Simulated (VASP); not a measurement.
# H18CO9 in VASP: a series of runs, part 2 of 2

VASP 6.6.1. The steps go on from the part before.

**4. Single point, PBE+D3(BJ)**

Contents of INCAR:

```
SYSTEM = H18CO9
ALGO = Normal ; EDIFF = 1E-6
ENCUT = 520 ; GGA = PE
ISIF = 2 ; ISMEAR = -1
IVDW = 12 ; LASPH = .True.
LCHARG = .False. ; LREAL = Auto
LWAVE = .False. ; NBANDS = 58
NELM = 60 ; PREC = Accurate
SIGMA = 0.05
```

Contents of KPOINTS:

```
k-points
0
Gamma
  1 1 1
  0 0 0
```

Contents of POSCAR:

```
H18CO9
1.0
    6.9180930000      0.0000000000      0.0000000000
    0.0000000000      6.9180930000      0.0000000000
    0.0000000000      0.0000000000      6.9180930000
O H C
9 18 1
Direct
    0.7308950602      0.0297914469      0.5040550915
    0.2263340490      0.7432684123      0.3976240273
    1.1012861492      1.2150602774      0.1382172804
    0.3966121878      0.3628022925      0.4332552338
    0.5867368363      0.4107056670      0.8258345183
    0.6412316226      0.8177253471      0.1652912154
    0.8520989816      0.4934307764      0.2958185153
    0.7947710446      0.8279882910      0.8310093547
    0.2356574276      0.6490950613      0.9545115973
    0.6353340436      0.0432200030      0.4028711380
    0.8527494499      0.0283459618      0.4476667197
    0.1224036740      0.7222799693      0.5015399475
    0.3765777650      0.7327886457      0.4245100492
    1.2070522903      1.2568492502      0.0622136765
    1.1013728783      1.0818443753      0.1243695336
    0.3203194869      0.4240474940      0.3286165711
    0.3592753090      0.2270712464      0.4022495795
    0.6818352977      0.3546642117      0.7352748799
    0.4664002060      0.4101997472      0.7440923387
    0.7291315685      0.8412433889      0.2497219971
    0.6644027480      0.7315021640      0.0600309941
    0.8374995826      0.3684830487      0.2363946249
    0.9423695229      0.5700414840      0.2053889706
    0.7064663629      0.9279580370      0.7812268497
    0.7105570856      0.7092850588      0.8271499097
    0.3405851873      0.8295638697      0.6984150112
    0.3663003663      0.9318174821      0.9700505616
    0.3223287111      0.7962743490      0.8759494849
```

The run is started by

```
> cat potpaw_PBE.64/O/POTCAR potpaw_PBE.64/H/POTCAR potpaw_PBE.64/C/POTCAR > POTCAR
> mpirun -np 1 vasp_gam > vasp.out
```

It took 35 s on 1 thread of Intel Xeon Platinum 8375C at 2.90GHz (Ice Lake), shared host; peak memory 0.35 GiB.

Results (log left out):

- Free energy: -135.5649 eV
- Pressure: -1.4 GPa
- Largest force: 8.907 eV/Å
- Band gap on the k mesh: 2.63 eV
- Dispersion energy per atom: -0.031 eV

Forces in eV/Å, atoms in the order of the input:
```
O   -2.317  0.153  1.233
O    0.692  0.296  0.436
O   -0.805  1.786  0.955
O   -0.716 -1.264 -0.975
O   -0.592 -0.094 -1.031
O   -7.902 -0.134 -4.108
O    1.236  1.916 -0.784
O   -0.874 -0.960 -0.522
O    2.826  4.078 -2.669
H    0.029  0.276 -0.286
H    2.222  0.159 -1.003
H    2.497 -0.103 -0.927
H   -3.348 -0.105  0.175
H    1.015  0.707 -0.937
H   -0.109 -2.816 -0.266
H    0.308  0.373  0.731
H    0.286  0.788  0.554
H   -0.320  0.199  0.305
H    1.003  0.110  0.530
H    6.289  0.468  5.046
H    0.946 -0.194  0.419
H    0.233 -0.260 -0.372
H   -1.200 -1.532  1.320
H    0.614 -0.232 -0.062
H    0.976  0.550 -0.573
H   -0.255 -1.089  2.597
H   -0.246 -1.652 -0.783
C   -2.491 -1.424  0.996
```

Stress tensor (GPa, compression positive):
```
-1.64 -2.66  2.18
-2.66 -2.41  2.01
 2.18  2.01 -0.10
```

Levels at points of the mesh, in eV from the valence-band top:
```
           k point  band 34  band 35  band 36  band 37  band 38  band 39  band 40  band 41  band 42  band 43
(0.00, 0.00, 0.00)    -1.22    -0.95    -0.43    -0.36     0.00     2.63     3.58     5.98     6.25     6.71
```

Caveat: the k points lie up to 0.91 Å⁻¹ apart.

**5. Single point, PBE+D3(BJ)**

Contents of INCAR:

```
PREC = Accurate
ENCUT = 520
EDIFF = 1E-6
ISMEAR = -1
SIGMA = 0.05
LREAL = Auto
LASPH = True
NELM = 100
ALGO = Normal
ISIF = 2
LWAVE = False
LCHARG = False
GGA = PE
IVDW = 12
NBANDS = 58
```

Contents of KPOINTS:

```
Automatic mesh
0
Gamma
  1 1 1
```

Contents of POSCAR:

```
H18CO9
1.0
    6.9180930000      0.0000000000      0.0000000000
    0.0000000000      6.9180930000      0.0000000000
    0.0000000000      0.0000000000      6.9180930000
O H C
9 18 1
Direct
    0.6144901492      0.0057819402      0.4019026631
    0.1939551839      0.8379910475      0.4556168875
    1.0837668704      1.1698310503      0.1464999097
    0.4463368735      0.3331553941      0.4371435886
    0.5724843537      0.4993283554      0.8169158755
    0.7120748449      0.7618718048      0.1046964821
    0.8589794904      0.4186269251      0.4015268369
    0.9281314952      0.6714133505      0.6728877452
    0.2775475843      0.8339581442      1.0724198128
    0.7195913672     -0.0629219642      0.3398335351
    0.4994006296     -0.0811061661      0.3811021332
    0.2767814772      0.7353471542      0.4907132645
    0.1962968697      0.8391763453      0.3137858945
    1.1957341423      1.2136292473      0.2017752580
    1.0241695219      1.1160590064      0.2636998375
    0.5711111429      0.3504433953      0.3682228614
    0.4812164277      0.2124140280      0.4793083874
    0.4724567883      0.5013520344      0.7126241292
    0.5163995338      0.5372000637      0.9465036102
    0.5801165148      0.7721202938      0.1574133219
    0.6608757645      0.7965489912     -0.0168688105
    0.8943938742      0.3753201930      0.2661571621
    0.9453038576      0.5202445240      0.4402369266
    0.9083717146      0.7552948479      0.5605301924
    0.8178843505      0.5891363415      0.7165413937
    0.2529598836      0.7916198872      0.8001048844
    0.0632110612      0.9292589735      0.8763975853
    0.1885201601      0.8453196567      0.9158304174
```

Potentials or basis: VASP PAW PBE potentials, release 64 (O, H, C).

The run is started by

```
> cat potpaw_PBE.64/O/POTCAR potpaw_PBE.64/H/POTCAR potpaw_PBE.64/C/POTCAR > POTCAR
> mpirun -np 1 vasp_gam > vasp.out
```

OUTCAR:

```text
PREC = Accurate
   ENCUT = 520
   EDIFF = 1E-6
   ISMEAR = -1
   LREAL = Auto
   LASPH = True
   NELM = 100
   ISIF = 2
   GGA = PE
   IVDW = 12
 IVDW          = 12

 ion  position               nearest neighbor table
   1  0.614  0.006  0.402-  10 0.97  11 1.01
   2  0.194  0.838  0.456-  12 0.94  13 0.98
   3  0.084  0.170  0.146-  14 0.92  15 0.98
   4  0.446  0.333  0.437-  17 0.92  16 0.99
   5  0.572  0.499  0.817-  18 1.00  19 1.01
   6  0.712  0.762  0.105-  21 0.94  20 0.99
   7  0.859  0.419  0.402-  23 0.96  22 1.01
   8  0.928  0.671  0.673-  24 0.98  25 1.00
   9  0.278  0.834  0.072-  28 1.25
  10  0.720  0.937  0.340-   1 0.97
  11  0.499  0.919  0.381-   1 1.01
  12  0.277  0.735  0.491-   2 0.94
  13  0.196  0.839  0.314-   2 0.98
  14  0.196  0.214  0.202-   3 0.92
[... 11 lines left out ...]
  26  0.253  0.792  0.800-  28 0.99
  27  0.063  0.929  0.876-  28 1.08
  28  0.189  0.845  0.916-  26 0.99  27 1.08   9 1.25

  LATTYP: Found a simple cubic cell.
 ALAT       =     6.9180930000

  Lattice vectors:

 A1 = (   6.9180930000,   0.0000000000,   0.0000000000)
 A2 = (   0.0000000000,   6.9180930000,   0.0000000000)
 A3 = (   0.0000000000,   0.0000000000,   6.9180930000)

Analysis of symmetry for initial positions (statically):
=====================================================================
 Subroutine PRICEL returns:
 Original cell was already a primitive cell.

 Routine SETGRP: Setting up the symmetry group for a
 simple cubic supercell.

 Subroutine GETGRP returns: Found  1 space group operations
 (whereof  1 operations were pure point group operations)
 out of a pool of 48 trial point group operations.

The static configuration has the point symmetry C_1 .

Analysis of symmetry for dynamics (positions and initial velocities):
=====================================================================
 Subroutine PRICEL returns:
 Original cell was already a primitive cell.

 Routine SETGRP: Setting up the symmetry group for a
 simple cubic supercell.

 Subroutine GETGRP returns: Found  1 space group operations
 (whereof  1 operations were pure point group operations)
 out of a pool of 48 trial point group operations.

The dynamic configuration has the point symmetry C_1 .

 Subroutine INISYM returns: Found  1 space group operations
 (whereof  1 operations are pure point group operations),
 and found     1 'primitive' translations

----------------------------------------------------------------------------------------

                                     Primitive cell

  volume of cell :     331.1000

  direct lattice vectors                    reciprocal lattice vectors
     6.918093000  0.000000000  0.000000000     0.144548505  0.000000000  0.000000000
     0.000000000  6.918093000  0.000000000     0.000000000  0.144548505  0.000000000
     0.000000000  0.000000000  6.918093000     0.000000000  0.000000000  0.144548505

  length of vectors
     6.918093000  6.918093000  6.918093000     0.144548505  0.144548505  0.144548505

  position of ions in fractional coordinates (direct lattice)
     0.614490149  0.005781940  0.401902663
     0.193955184  0.837991047  0.455616887
     0.083766870  0.169831050  0.146499910
     0.446336874  0.333155394  0.437143589
     0.572484354  0.499328355  0.816915876
     0.712074845  0.761871805  0.104696482
[... 20 lines left out ...]
     0.063211061  0.929258973  0.876397585
     0.188520160  0.845319657  0.915830417

  ion indices of the primitive-cell ions
   primitive index   ion index
                 1           1
                 2           2
                 3           3
                 4           4
                 5           5
                 6           6
[... 20 lines left out ...]
                27          27
                28          28

----------------------------------------------------------------------------------------

 KPOINTS: Automatic mesh

Automatic generation of k-mesh.
 Grid dimensions read from file:
 generate k-points for:    1    1    1

 Generating k-lattice:

  Cartesian coordinates                     Fractional coordinates (reciprocal lattice)
     0.144548505  0.000000000  0.000000000     1.000000000  0.000000000  0.000000000
     0.000000000  0.144548505  0.000000000     0.000000000  1.000000000  0.000000000
     0.000000000  0.000000000  0.144548505     0.000000000  0.000000000  1.000000000

  Length of vectors
     0.144548505  0.144548505  0.144548505

  Shift w.r.t. Gamma in fractional coordinates (k-lattice)
     0.000000000  0.000000000  0.000000000

 Subroutine IBZKPT returns following result:
 ===========================================

 Found      1 irreducible k-points:

 Following reciprocal coordinates:
            Coordinates               Weight
  0.000000  0.000000  0.000000      1.000000
   k-points           NKPTS =      1   k-points in BZ     NKDIM =      1   number of bands    NBANDS=     58
   number of dos      NEDOS =    301   number of ions     NIONS =     28
   total plane-waves  NPLWV = 157464
   dimension x,y,z NGX =    54 NGY =   54 NGZ =   54
   dimension x,y,z NGXF=   108 NGYF=  108 NGZF=  108
   ions per type =               9  18   1
   NGX,Y,Z   is equivalent  to a cutoff of  12.98, 12.98, 12.98 a.u.
   NGXF,Y,Z  is equivalent  to a cutoff of  25.95, 25.95, 25.95 a.u.
 SYSTEM =  unknown system
   PREC   = accura    normal or accurate (medium, high low for compatibility)
   ISTART =      0    job   : 0-new  1-cont  2-samecut
   ICHARG =      2    charge: 1-file 2-atom 10-const
   ISPIN  =      1    spin polarized calculation?
   LNONCOLLINEAR =      F non collinear calculations
   LSORBIT =      F    spin-orbit coupling
   LASPH  =      T    aspherical Exc in radial PAW
   ENCUT  =  520.0 eV  38.22 Ry    6.18 a.u.  12.86 12.86 12.86*2*pi/ulx,y,z
   NELM   =    100;   NELMIN=  2; NELMDL= -5     # of ELM steps
   EDIFF  = 0.1E-05   stopping-criterion for ELM
   LREAL  =      T    real-space projection
   EDIFFG = 0.1E-04   stopping-criterion for IOM
   NSW    =      0    number of steps for IOM
   IBRION =     -1    ionic relax: 0-MD 1-quasi-New 2-CG
   NFREE  =      0    steps in history (QN), initial steepest desc. (CG)
   ISIF   =      2    stress and relaxation
   ISYM   =      2    0-nonsym 1-usesym 2-fastsym
   POTIM  = 0.5000    time-step for ionic-motion
   TEBEG  =    0.0;   TEEND  =   0.0 temperature during run
   PSTRESS=    0.0 pullay stress
   NELECT =      76.0000    total number of electrons
   NUPDOWN=      -1.0000    fix difference up-down
   EMIN   =  10.00;   EMAX   =-10.00  energy-range for DOS
   EFERMI =   0.00;   METHOD = LEGACY
   ISMEAR =    -1;   SIGMA  =   0.05  broadening in eV -4-tet -1-fermi 0-gaus
   EFERMI_NEDOS =   21; number of points for ismear=-14 and -15
   IALGO  =     38    algorithm
   IMIX   =      4    mixing-type and parameters
     AMIX     =   0.40;   BMIX     =  1.00
     AMIX_MAG =   1.60;   BMIX_MAG =  1.00
  volume/ion in A,a.u.               =      11.83        79.80
  Fermi-wavevector in a.u.,A,eV,Ry     =   1.002366  1.894197 13.670283  1.004737
  Thomas-Fermi vector in A             =   2.134848
   LORBIT       =      0    0 simple, 1 ext, 2 COOP (PROOUT), +10 PAW based schemes
   GGA     = PE    functional components
   LHFCALC =     F    Hartree Fock is set to
   AEXX    =    0.0000 exact exchange contribution
   IVDW    =    12    specifies the selected vdW correction
   LEPSILON=     F    determine dielectric tensor
   LRPA    =     F    only Hartree local field effects (RPA)
 non-spin polarized calculation
  energy-cutoff  :      520.00
  volume of cell :      331.10
 maximum number of plane-waves:      4463
 NGX is ok and might be reduce to    50
   NGX = 25   NGY = 25   NGZ = 25

 number of electron      76.0000007 magnetization

 Free energy of the ion-electron system (eV)
  ---------------------------------------------------
  ext. energy  EPLUGINS =         0.00000000
  ---------------------------------------------------
  free energy    TOTEN  =      -136.13723684 eV

  energy without entropy =     -136.13723684  energy(sigma->0) =     -136.13723684

 E-fermi :  -2.5783     XC(G=0):  -6.2588

 val. band max:       -3.7726574645   @ k =   0.0000   0.0000   0.0000
 cond. band min:      -0.3670264725   @ k =   0.0000   0.0000   0.0000
 fundamental gap:      3.4056309920
 Fermi energy:        -2.5782845677

 k-point     1 :       0.0000    0.0000    0.0000
  band No.  band energies     occupation
      1     -24.0711      2.00000
      2     -23.3547      2.00000
      3     -23.0504      2.00000
      4     -22.9106      2.00000
      5     -22.7465      2.00000
      6     -22.2988      2.00000
[... 42 lines left out ...]
     49       5.2494      0.00000
     50       5.6103      0.00000
 [bands above 50 left out]

------------------------ aborting loop because EDIFF is reached ----------------------------------------

 Edisp (eV)   -0.87968

 E8    (eV) :    -0.1855

  FORCE on cell =-STRESS in cart. coord.  units (eV):
  Direction    XX          YY          ZZ          XY          YZ          ZX
  --------------------------------------------------------------------------------------
  -------------------------------------------------------------------------------------
  Total       2.32740     8.07468     2.92007    -2.19921     1.52398    -1.93718
  in kB      11.26218    39.07299    14.13010   -10.64186     7.37445    -9.37393
  external pressure =       21.49 kB  Pullay stress =        0.00 kB

 VOLUME and BASIS-vectors are now :
 -----------------------------------------------------------------------------
  energy-cutoff  :      520.00
  volume of cell :      331.10
      direct lattice vectors                 reciprocal lattice vectors
     6.918093000  0.000000000  0.000000000     0.144548505  0.000000000  0.000000000
     0.000000000  6.918093000  0.000000000     0.000000000  0.144548505  0.000000000
     0.000000000  0.000000000  6.918093000     0.000000000  0.000000000  0.144548505

 POSITION                                       TOTAL-FORCE (eV/Angst)
 -----------------------------------------------------------------------------------
      4.25110      0.04000      2.78040        -1.087181     -1.207284      0.241911
      1.34180      5.79730      3.15200        -0.554741      1.338511     -0.234446
      0.57951      1.17491      1.01350        -3.403586     -1.046362     -0.524323
      3.08780      2.30480      3.02420        -0.354566      3.441207     -1.627703
      3.96050      3.45440      5.65150        -0.847876      0.495587      0.569901
      4.92620      5.27070      0.72430        -0.763796     -0.293304      1.399236
[... 20 lines left out ...]
      0.43730      6.42870      6.06300        -0.957071      0.368620      0.930853
      1.30420      5.84800      6.33580         0.087131      1.840477      3.764009
 -----------------------------------------------------------------------------------
    total drift:                               -0.002550     -0.007292      0.003774

  FREE ENERGIE OF THE ION-ELECTRON SYSTEM (eV)
  ---------------------------------------------------
  free  energy   TOTEN  =      -137.0169142045 eV

  energy  without entropy=     -137.0169142044  energy(sigma->0) =     -137.01691420
```

Run time: 40 s. Hardware: 1 thread of Intel Xeon Platinum 8375C at 2.90GHz (Ice Lake), shared host; peak memory 0.35 GiB.

What came out:

* Free energy: -137.0169 eV
* Pressure: 2.1 GPa
* Largest force: 5.135 eV/Å
* Band gap on the k mesh: 3.41 eV
* Dispersion energy per atom: -0.031 eV

Forces on the atoms (eV/Å):
```
O   -1.087 -1.207  0.242
O   -0.555  1.339 -0.234
O   -3.404 -1.046 -0.524
O   -0.355  3.441 -1.628
O   -0.848  0.496  0.570
O   -0.764 -0.293  1.399
O   -0.581 -1.482 -2.074
O    0.246 -0.288  0.785
O   -1.088 -0.439 -0.729
H    0.171 -0.056 -0.348
H    0.955  1.021  0.377
H    0.666 -1.413  0.471
H    0.112  0.091 -0.615
H    3.498  1.528  1.235
H   -0.189  0.008 -0.442
H   -0.433  0.845  0.266
H    0.329 -3.358  1.598
H    0.580 -0.380  0.846
H    0.389 -0.474 -1.704
H    0.306 -0.387  0.840
H    0.620  0.550 -2.515
H    0.017  0.668  1.378
H    0.517  0.316  0.238
H   -0.458 -0.323  0.632
H   -0.003  0.823 -0.683
H    2.228 -2.187 -4.078
H   -0.957  0.369  0.931
C    0.087  1.840  3.764
```

Stress tensor (GPa, compression positive):
```
 1.13 -1.06 -0.94
-1.06  3.91  0.74
-0.94  0.74  1.41
```

Levels at points of the mesh, in eV from the valence-band top:
```tsv
k point	band 34	band 35	band 36	band 37	band 38	band 39	band 40	band 41	band 42	band 43
(0.00, 0.00, 0.00)	-0.69	-0.51	-0.24	-0.13	0.00	3.41	4.27	6.83	7.01	7.38
```

Caveat: the k points lie up to 0.91 Å⁻¹ apart.
